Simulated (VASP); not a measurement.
Crystal: Ga.

```
Ga
1.0
     2.77842    0.00000    0.00000
     0.00000    3.28161    0.00000
    -1.34343    0.00000    3.99027
Ga
2
Direct
  0.13460 0.75000 0.77017
  0.86540 0.25000 0.22983
```

| Quantity | Value |
| --- | --- |
| Program | VASP 6.6.1 |
| Task | relaxation of cell and atoms |
| Functional | PBE |
| Dispersion | D4 |
| Potentials or basis | VASP PAW PBE potentials, release 64 (Ga_d) |
| Cutoff | 600 eV |
| k mesh | 10 × 8 × 7 |
| Occupations | fermi-dirac, width 0.05 eV |
| Spin | no spin polarisation |

At the start: pressure -0.9 GPa; volume 18.19 Å³/atom.

Problem. Where does the relaxation end?

Solution. Over 25 steps the energy falls by 4.5 meV/atom and the volume is 17.88 Å³/atom (-1.7 %); space group P2_1/m (No. 11, to 0.05 Å).

Step by step:
```
step  energy change (eV)  largest force (eV/Å)  pressure (GPa)  volume (Å³)
   1              0.0000                0.0838           -0.88        36.38
   2             -0.0048                0.0277           -0.05        35.86
   3             -0.0055                0.0106            0.30        35.65
   4             -0.0056                0.0123            0.43        35.57
   5             -0.0067                0.0185            0.11        35.71
   6             -0.0070                0.0224            0.07        35.80
   7             -0.0071                0.0263           -0.31        35.97
   8             -0.0071                0.0248           -0.13        35.91
   9             -0.0077                0.0115           -0.13        35.87
  10             -0.0085                0.0698           -0.17        35.74
  11             -0.0086                0.0422           -0.02        35.79
  12             -0.0087                0.0568            0.17        35.77
  13             -0.0087                0.0422           -0.25        35.83
  14             -0.0088                0.0523           -0.10        35.80
  15             -0.0090                0.0221            0.17        35.77
  16             -0.0090                0.0198           -0.19        35.76
  17             -0.0090                0.0127            0.08        35.75
  18             -0.0090                0.0113            0.16        35.75
  19             -0.0090                0.0079           -0.29        35.82
  20             -0.0090                0.0174           -0.10        35.78
  21             -0.0091                0.0088           -0.17        35.78
  22             -0.0091                0.0110           -0.09        35.78
  23             -0.0091                0.0085           -0.11        35.78
  24             -0.0091                0.0091           -0.11        35.78
  25             -0.0091                0.0053            0.02        35.75
```

Final structure:
```cif
data_structure
_symmetry_space_group_name_H-M 'P 1'
_symmetry_Int_Tables_number 1
_cell_length_a 2.7681
_cell_length_b 3.1694
_cell_length_c 4.3236
_cell_angle_alpha 90.000
_cell_angle_beta 109.525
_cell_angle_gamma 90.000
_cell_volume 35.75
loop_
_atom_site_label
_atom_site_type_symbol
_atom_site_fract_x
_atom_site_fract_y
_atom_site_fract_z
_atom_site_occupancy
Ga1 Ga 0.12999 0.75000 0.76762 1
Ga2 Ga 0.87001 0.25000 0.23238 1
```

Caveat: pairwise dispersion overbinds metals, which lowers pressure and volume.
